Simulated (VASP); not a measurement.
# Ta (Immm) in VASP: notebook, part 2 of 2

VASP 6.6.1. The steps go on from the part before.

## 5. Single point, PBEsol (normal strain along x +0.1100, normal strain along z +0.1000)

File INCAR:

```
SYSTEM = Ta
PREC     = Accurate       ! precision mode
ENCUT    = 520            ! plane-wave cutoff, eV
EDIFF    = 1E-6           ! SCF threshold, eV
ISMEAR   = 0              ! smearing method
SIGMA    = 0.15           ! smearing width, eV
LREAL    = .False.        ! projectors in reciprocal space
LASPH    = .True.         ! aspherical terms in the spheres
NELM     = 60             ! most SCF steps
ALGO     = Fast           ! electronic algorithm
ISIF     = 2              ! what is computed and relaxed
LWAVE    = .False.        ! write WAVECAR
LCHARG   = .True.         ! write CHGCAR
GGA      = PS             ! functional
LELF     = .True.         ! ELF
LVHAR    = .True.       
NBANDS   = 12             ! bands
```

File KPOINTS:

```
Automatic mesh
0
Gamma
  20 20 20
  0 0 0
```

File POSCAR:

```
Ta
1.0
   -1.8206537848      1.6402286350      1.8042514985
    1.8206537848     -1.6402286350      1.8042514985
    1.8206537848      1.6402286350     -1.8042514985
Ta
1
Direct
    0.0000000000      0.0000000000      0.0000000000
```

Potentials or basis: VASP PAW PBE potentials, release 64 (Ta_pv).

Launch:

```
> cat potpaw_PBE.64/Ta_pv/POTCAR > POTCAR
> mpirun -np 1 vasp_std > vasp.out
```

OUTCAR:

```text
SYSTEM = Ta
   PREC = Accurate
   ENCUT = 520
   EDIFF = 1E-6
   ISMEAR = 0
   LREAL = .False.
   LASPH = .True.
   NELM = 60
   ISIF = 2
   GGA = PS

 ion  position               nearest neighbor table
   1  0.000  0.000  0.000-

  LATTYP: Found a body centered orthorhombic cell.
 ALAT       =     3.2804572700
 B/A-ratio  =     1.1000000000
 C/A-ratio  =     1.1100000000

  Lattice vectors:

 A1 = (  -1.8206537848,  -1.6402286350,  -1.8042514985)
 A2 = (  -1.8206537848,   1.6402286350,   1.8042514985)
 A3 = (   1.8206537848,   1.6402286350,  -1.8042514985)

Analysis of symmetry for initial positions (statically):
=====================================================================
 Subroutine PRICEL returns:
 Original cell was already a primitive cell.

 Routine SETGRP: Setting up the symmetry group for a
 body centered orthorhombic supercell.

 Subroutine GETGRP returns: Found  8 space group operations
 (whereof  8 operations were pure point group operations)
 out of a pool of  8 trial point group operations.

The static configuration has the point symmetry D_2h.

Analysis of symmetry for dynamics (positions and initial velocities):
=====================================================================
 Subroutine PRICEL returns:
 Original cell was already a primitive cell.

 Routine SETGRP: Setting up the symmetry group for a
 body centered orthorhombic supercell.

 Subroutine GETGRP returns: Found  8 space group operations
 (whereof  8 operations were pure point group operations)
 out of a pool of  8 trial point group operations.

The dynamic configuration has the point symmetry D_2h.

 Subroutine INISYM returns: Found  8 space group operations
 (whereof  8 operations are pure point group operations),
 and found     1 'primitive' translations

----------------------------------------------------------------------------------------

                                     Primitive cell

  volume of cell :      21.5521

  direct lattice vectors                    reciprocal lattice vectors
    -1.820653785  1.640228635  1.804251498     0.000000000  0.304835551  0.277123228
     1.820653785 -1.640228635  1.804251498     0.274626623  0.000000000  0.277123228
     1.820653785  1.640228635 -1.804251498     0.274626623  0.304835551  0.000000000

  length of vectors
     3.043099349  3.043099349  3.043099349     0.411973296  0.390150055  0.410298056

  position of ions in fractional coordinates (direct lattice)
     0.000000000  0.000000000  0.000000000

  ion indices of the primitive-cell ions
   primitive index   ion index
                 1           1

----------------------------------------------------------------------------------------

 KPOINTS: Automatic mesh

Automatic generation of k-mesh.
 Grid dimensions read from file:
 generate k-points for:   20   20   20

 Generating k-lattice:

  Cartesian coordinates                     Fractional coordinates (reciprocal lattice)
     0.000000000  0.015241778  0.013856161     0.050000000  0.000000000  0.000000000
     0.013731331  0.000000000  0.013856161    -0.000000000  0.050000000  0.000000000
     0.013731331  0.015241778  0.000000000    -0.000000000  0.000000000  0.050000000

  Length of vectors
     0.020598665  0.019507503  0.020514903

  Shift w.r.t. Gamma in fractional coordinates (k-lattice)
     0.000000000  0.000000000  0.000000000

 Subroutine IBZKPT returns following result:
 ===========================================

 Found   1166 irreducible k-points:

 Following reciprocal coordinates:
            Coordinates               Weight
  0.000000  0.000000  0.000000      1.000000
  0.050000  0.000000 -0.000000      4.000000
  0.100000  0.000000  0.000000      4.000000
  0.150000  0.000000  0.000000      4.000000
  0.200000  0.000000  0.000000      4.000000
  0.250000  0.000000  0.000000      4.000000
[... 16 lines left out ...]
 -0.450000  0.050000  0.000000      8.000000
 -0.400000  0.050000  0.000000      8.000000
 [... further k-points ...]
   k-points           NKPTS =   1166   k-points in BZ     NKDIM =   1166   number of bands    NBANDS=     12
   number of dos      NEDOS =    301   number of ions     NIONS =      1
   total plane-waves  NPLWV =  13824
   dimension x,y,z NGX =    24 NGY =   24 NGZ =   24
   dimension x,y,z NGXF=    48 NGYF=   48 NGZF=   48
   ions per type =               1
   NGX,Y,Z   is equivalent  to a cutoff of  13.11, 13.11, 13.11 a.u.
   NGXF,Y,Z  is equivalent  to a cutoff of  26.22, 26.22, 26.22 a.u.
 SYSTEM =  Ta
   PREC   = accura    normal or accurate (medium, high low for compatibility)
   ISTART =      0    job   : 0-new  1-cont  2-samecut
   ICHARG =      2    charge: 1-file 2-atom 10-const
   ISPIN  =      1    spin polarized calculation?
   LNONCOLLINEAR =      F non collinear calculations
   LSORBIT =      F    spin-orbit coupling
   LASPH  =      T    aspherical Exc in radial PAW
   ENCUT  =  520.0 eV  38.22 Ry    6.18 a.u.   5.66  5.66  5.66*2*pi/ulx,y,z
   NELM   =     60;   NELMIN=  2; NELMDL= -5     # of ELM steps
   EDIFF  = 0.1E-05   stopping-criterion for ELM
   LREAL  =      F    real-space projection
   EDIFFG = 0.1E-04   stopping-criterion for IOM
   NSW    =      0    number of steps for IOM
   IBRION =     -1    ionic relax: 0-MD 1-quasi-New 2-CG
   NFREE  =      0    steps in history (QN), initial steepest desc. (CG)
   ISIF   =      2    stress and relaxation
   ISYM   =      2    0-nonsym 1-usesym 2-fastsym
   POTIM  = 0.5000    time-step for ionic-motion
   TEBEG  =    0.0;   TEEND  =   0.0 temperature during run
   PSTRESS=    0.0 pullay stress
   NELECT =      11.0000    total number of electrons
   NUPDOWN=      -1.0000    fix difference up-down
   EMIN   =  10.00;   EMAX   =-10.00  energy-range for DOS
   EFERMI =   0.00;   METHOD = LEGACY
   ISMEAR =     0;   SIGMA  =   0.15  broadening in eV -4-tet -1-fermi 0-gaus
   EFERMI_NEDOS =   21; number of points for ismear=-14 and -15
   IALGO  =     68    algorithm
   IMIX   =      4    mixing-type and parameters
     AMIX     =   0.40;   BMIX     =  1.00
     AMIX_MAG =   1.60;   BMIX_MAG =  1.00
  volume/ion in A,a.u.               =      21.55       145.44
  Fermi-wavevector in a.u.,A,eV,Ry     =   1.308306  2.472341 23.288623  1.711666
  Thomas-Fermi vector in A             =   2.438982
   LORBIT       =      0    0 simple, 1 ext, 2 COOP (PROOUT), +10 PAW based schemes
   GGA     = PS    functional components
   LHFCALC =     F    Hartree Fock is set to
   AEXX    =    0.0000 exact exchange contribution
   IVDW    =     0    specifies the selected vdW correction
   LEPSILON=     F    determine dielectric tensor
   LRPA    =     F    only Hartree local field effects (RPA)
 non-spin polarized calculation
 RMM-DIIS sequential band-by-band and
 Gauss-broadening in eV      SIGMA  =   0.15
  energy-cutoff  :      520.00
  volume of cell :       21.55
 maximum number of plane-waves:       593
   NGX = 11   NGY = 11   NGZ = 11

 number of electron      11.0000002 magnetization

 Free energy of the ion-electron system (eV)
  ---------------------------------------------------
  ext. energy  EPLUGINS =         0.00000000
  ---------------------------------------------------
  free energy    TOTEN  =       -12.14017038 eV

  energy without entropy =      -12.12112282  energy(sigma->0) =      -12.13064660

 E-fermi :   4.0151     XC(G=0): -11.8343

 val. band max:        4.0132430766   @ k =   0.2000   0.1000   0.0000
 cond. band min:       4.0168598093   @ k =  -0.0000   0.1000   0.0000
 fundamental gap:      0.0036167327
 Fermi energy:         4.0151033733

 k-point     1 :       0.0000    0.0000    0.0000
  band No.  band energies     occupation
      1     -29.7581      2.00000
      2     -29.7577      2.00000
      3     -29.7426      2.00000
      4      -3.2415      2.00000
      5       4.0225      0.94467
      6       5.0477      0.00000
      7       5.1259      0.00000
      8       6.5152      0.00000
      9       7.9297      0.00000
     10      17.6241      0.00000
     11      17.7478      0.00000
     12      19.4051      0.00000
[... 331 lines left out ...]
 k-point    24 :      -0.4000    0.0500    0.0000
  band No.  band energies     occupation
      1     -30.3031      2.00000
      2     -29.9523      2.00000
      3     -29.7892      2.00000
      4       0.1884      2.00000
      5       2.7536      2.00000
      6       4.1826      0.11433
      7       7.1854      0.00000
      8       8.3400      0.00000
      9       8.8025      0.00000
     10      14.9114      0.00000
     11      15.9747      0.00000
     12      19.2809      0.00000

 [... further k-points ...]

------------------------ aborting loop because EDIFF is reached ----------------------------------------

  FORCE on cell =-STRESS in cart. coord.  units (eV):
  Direction    XX          YY          ZZ          XY          YZ          ZX
  --------------------------------------------------------------------------------------
  -------------------------------------------------------------------------------------
  Total       -3.8974553     -3.4558422     -3.8238628      0.0000000      0.0000000      0.0000000
  in kB     -289.7362978   -256.9068397   -284.2654417      0.0000000      0.0000000      0.0000000
  external PRESSURE =    -276.9695264 kB  Pullay stress =       0.0000000 kB

 VOLUME and BASIS-vectors are now :
 -----------------------------------------------------------------------------
  energy-cutoff  :      520.00
  volume of cell :       21.55
      direct lattice vectors                 reciprocal lattice vectors
    -1.820653785  1.640228635  1.804251498     0.000000000  0.304835551  0.277123228
     1.820653785 -1.640228635  1.804251498     0.274626623  0.000000000  0.277123228
     1.820653785  1.640228635 -1.804251498     0.274626623  0.304835551  0.000000000

 POSITION                                       TOTAL-FORCE (eV/Angst)
 -----------------------------------------------------------------------------------
      0.00000      0.00000      0.00000         0.000000      0.000000      0.000000
 -----------------------------------------------------------------------------------
    total drift:                               -0.000000      0.000000      0.000000

  FREE ENERGIE OF THE ION-ELECTRON SYSTEM (eV)
  ---------------------------------------------------
  free  energy   TOTEN  =       -12.1401703847 eV

  energy  without entropy=      -12.1211228244  energy(sigma->0) =      -12.13064660
```

Wall time 1.9 min (1 thread of AMD EPYC 9R45 (Zen 5), shared host); peak memory 0.35 GiB.

What came out:

```
Free energy            : -12.1402 eV
Pressure               : -27.7 GPa
Band gap on the k mesh : zero (an odd number of electrons rules out a gap without spin polarisation)
```

Levels at points of the mesh, in eV from the Fermi level:
```
           k point  band 2  band 3  band 4  band 5  band 6  band 7  band 8  band 9
(0.00, 0.00, 0.00)  -33.77  -33.76   -7.26    0.01    1.03    1.11    2.50    3.91
(0.50, 0.00, 0.00)  -34.00  -33.80   -3.65   -1.51    1.19    3.19    4.63    6.11
(0.00, 0.50, 0.00)  -33.93  -33.75   -3.83   -0.37    0.56    2.20    3.51    5.97
(0.50, 0.50, 0.00)  -33.99  -33.80   -3.66   -1.42    1.14    3.04    4.62    6.08
(0.50, 0.50, 0.50)  -34.26  -34.13   -3.01   -2.84    5.32    5.35    5.65    6.27
```

Caveat: the cell differs from its parent crystal (normal strain along x +0.1100, normal strain along z +0.1000); the cell stands under tension; the PAW data sets were made with another functional, which shifts forces and pressure a little; spin-orbit coupling is left out, which moves the levels of the heavy elements.

## 6. Single point, PBEsol (normal strain along x +0.1100, normal strain along z +0.1500)

File INCAR:

```
SYSTEM = Ta
PREC = Accurate
ENCUT = 520
EDIFF = 1E-6
ISMEAR = 0
SIGMA = 0.15
LREAL = .False.
LASPH = .True.
NELM = 60
ALGO = Fast
ISIF = 2
LWAVE = .False.
LCHARG = .True.
GGA = PS
LELF = .True.
LVHAR = .True.
NBANDS = 12
```

KPOINTS is that of step 5.

File POSCAR:

```
Ta
1.0
   -1.8206537848      1.6402286350      1.8862629302
    1.8206537848     -1.6402286350      1.8862629302
    1.8206537848      1.6402286350     -1.8862629302
Ta
1
Direct
    0.0000000000      0.0000000000      0.0000000000
```

Potentials or basis: VASP PAW PBE potentials, release 64 (Ta_pv).

Launch:

```
> cat potpaw_PBE.64/Ta_pv/POTCAR > POTCAR
> mpirun -np 1 vasp_std > vasp.out
```

OUTCAR:

```text
SYSTEM = Ta
   PREC = Accurate
   ENCUT = 520
   EDIFF = 1E-6
   ISMEAR = 0
   LREAL = .False.
   LASPH = .True.
   NELM = 60
   ISIF = 2
   GGA = PS

 ion  position               nearest neighbor table
   1  0.000  0.000  0.000-

  LATTYP: Found a body centered orthorhombic cell.
 ALAT       =     3.2804572700
 B/A-ratio  =     1.1100000000
 C/A-ratio  =     1.1500000000

  Lattice vectors:

 A1 = (   1.8206537848,  -1.6402286350,  -1.8862629302)
 A2 = (  -1.8206537848,   1.6402286350,  -1.8862629302)
 A3 = (   1.8206537848,   1.6402286350,   1.8862629302)

Analysis of symmetry for initial positions (statically):
=====================================================================
 Subroutine PRICEL returns:
 Original cell was already a primitive cell.

 Routine SETGRP: Setting up the symmetry group for a
 body centered orthorhombic supercell.

 Subroutine GETGRP returns: Found  8 space group operations
 (whereof  8 operations were pure point group operations)
 out of a pool of  8 trial point group operations.

The static configuration has the point symmetry D_2h.

Analysis of symmetry for dynamics (positions and initial velocities):
=====================================================================
 Subroutine PRICEL returns:
 Original cell was already a primitive cell.

 Routine SETGRP: Setting up the symmetry group for a
 body centered orthorhombic supercell.

 Subroutine GETGRP returns: Found  8 space group operations
 (whereof  8 operations were pure point group operations)
 out of a pool of  8 trial point group operations.

The dynamic configuration has the point symmetry D_2h.

 Subroutine INISYM returns: Found  8 space group operations
 (whereof  8 operations are pure point group operations),
 and found     1 'primitive' translations

----------------------------------------------------------------------------------------

                                     Primitive cell

  volume of cell :      22.5317

[... 115 lines left out ...]
   LEPSILON=     F    determine dielectric tensor
   LRPA    =     F    only Hartree local field effects (RPA)
 non-spin polarized calculation
 RMM-DIIS sequential band-by-band and
 Gauss-broadening in eV      SIGMA  =   0.15
  energy-cutoff  :      520.00
  volume of cell :       22.53
 maximum number of plane-waves:       620
   NGX = 11   NGY = 11   NGZ = 11

 number of electron      10.9999999 magnetization

 Free energy of the ion-electron system (eV)
  ---------------------------------------------------
  ext. energy  EPLUGINS =         0.00000000
  ---------------------------------------------------
  free energy    TOTEN  =       -11.95396470 eV

  energy without entropy =      -11.93488687  energy(sigma->0) =      -11.94442578

 E-fermi :   3.7304     XC(G=0): -11.6203

 val. band max:        3.7299052592   @ k =  -0.0500   0.4500   0.0000
 cond. band min:       3.7327255525   @ k =  -0.3000   0.2500   0.0000
 fundamental gap:      0.0028202933
 Fermi energy:         3.7303577060

 k-point     1 :       0.0000    0.0000    0.0000
  band No.  band energies     occupation
      1     -30.2306      2.00000
      2     -30.2299      2.00000
      3     -30.2152      2.00000
      4      -3.3682      2.00000
      5       3.6209      1.69779
      6       4.7185      0.00000
      7       4.9953      0.00000
      8       5.8854      0.00000
      9       7.5270      0.00000
     10      16.8685      0.00000
     11      17.3146      0.00000
     12      19.1669      0.00000
[... 331 lines left out ...]
 k-point    24 :      -0.4000    0.0500    0.0000
  band No.  band energies     occupation
      1     -30.7032      2.00000
      2     -30.3861      2.00000
      3     -30.2615      2.00000
      4      -0.0131      2.00000
      5       2.6748      2.00000
      6       3.8117      0.44324
      7       6.4360      0.00000
      8       7.8840      0.00000
      9       8.1858      0.00000
     10      13.8476      0.00000
     11      15.4944      0.00000
     12      18.5668      0.00000

 [... further k-points ...]

------------------------ aborting loop because EDIFF is reached ----------------------------------------

  FORCE on cell =-STRESS in cart. coord.  units (eV):
  Direction    XX          YY          ZZ          XY          YZ          ZX
  --------------------------------------------------------------------------------------
  -------------------------------------------------------------------------------------
  Total       -4.2814607     -4.1813140     -4.5549141     -0.0000000      0.0000000      0.0000000
  in kB     -304.4448063   -297.3236037   -323.8894460     -0.0000000      0.0000000      0.0000000
  external PRESSURE =    -308.5526187 kB  Pullay stress =       0.0000000 kB

 VOLUME and BASIS-vectors are now :
 -----------------------------------------------------------------------------
  energy-cutoff  :      520.00
  volume of cell :       22.53
      direct lattice vectors                 reciprocal lattice vectors
    -1.820653785  1.640228635  1.886262930     0.000000000  0.304835551  0.265074392
     1.820653785 -1.640228635  1.886262930     0.274626623  0.000000000  0.265074392
     1.820653785  1.640228635 -1.886262930     0.274626623  0.304835551  0.000000000

 POSITION                                       TOTAL-FORCE (eV/Angst)
 -----------------------------------------------------------------------------------
      0.00000      0.00000      0.00000        -0.000000      0.000000      0.000000
 -----------------------------------------------------------------------------------
    total drift:                                0.000000     -0.000000      0.000000

  FREE ENERGIE OF THE ION-ELECTRON SYSTEM (eV)
  ---------------------------------------------------
  free  energy   TOTEN  =       -11.9539646955 eV

  energy  without entropy=      -11.9348868682  energy(sigma->0) =      -11.94442578
```

It took 2.3 min on 1 thread of AMD EPYC 9R45 (Zen 5), shared host; peak memory 0.36 GiB.

What came out:

```yaml
Free_energy: -11.9540 eV
Pressure: -30.9 GPa
Band_gap_on_the_k_mesh: zero (an odd number of electrons rules out a gap without spin polarisation)
```

Levels at points of the mesh, in eV from the Fermi level:
| k point | band 3 | band 4 | band 5 | band 6 | band 7 | band 8 |
| --- | --- | --- | --- | --- | --- | --- |
| (0.00, 0.00, 0.00) | -33.95 | -7.10 | -0.11 | 0.99 | 1.26 | 2.16 |
| (0.50, 0.00, 0.00) | -33.99 | -3.52 | -1.27 | 1.00 | 2.63 | 4.51 |
| (0.00, 0.50, 0.00) | -33.94 | -3.74 | -0.15 | 0.38 | 1.85 | 3.26 |
| (0.50, 0.50, 0.00) | -34.00 | -3.47 | -1.59 | 1.18 | 3.15 | 4.56 |
| (0.50, 0.50, 0.50) | -34.25 | -2.86 | -2.66 | 4.95 | 5.05 | 5.35 |

Caveat: the cell differs from its parent crystal (normal strain along x +0.1100, normal strain along z +0.1500); the cell stands under tension; the PAW data sets were made with another functional, which shifts forces and pressure a little; spin-orbit coupling is left out, which moves the levels of the heavy elements.

## 7. Summary

```tsv
cell	further INCAR settings	gap on the mesh (eV)	pressure (GPa)
a = 2.995 Å, angles 105.1, 113.6, 109.8°, 1 atom	ALGO = Fast; EDIFF = 1e-06; NBANDS = 12	none	-23.1
a = 3.007 Å, angles 108.3, 113.9, 106.3°, 1 atom	ALGO = Fast; EDIFF = 1e-07; NBANDS = 12	none	-24.6
a = 3.023 Å, angles 111.5, 114.3, 102.8°, 1 atom	ALGO = Fast; EDIFF = 1e-06; NBANDS = 12	none	-25.1
a = 3.043 Å, angles 106.5, 114.8, 107.3°, 1 atom	ALGO = Fast; EDIFF = 1e-06; NBANDS = 12	none	-27.7
a = 3.092 Å, angles 107.9, 115.9, 104.8°, 1 atom	ALGO = Fast; EDIFF = 1e-06; NBANDS = 12	none	-30.9
```

Alike in all rows: task single point; level PBEsol; potentials or basis VASP PAW PBE potentials, release 64 (Ta_pv); no spin polarisation; k mesh 20 × 20 × 20; cutoff (eV) 520; smearing gaussian 0.15 eV.

Caveats: the PAW data sets were made with another functional, which shifts forces and pressure a little; spin-orbit coupling is left out, which moves the levels of the heavy elements; the cell stands under tension (at least some runs); the stress differs along the axes, from -26 to -20 GPa (at least some runs); the stress differs along the axes, from -29 to -22 GPa (at least some runs).

Absolute energies hang on the potentials; compare differences alone.
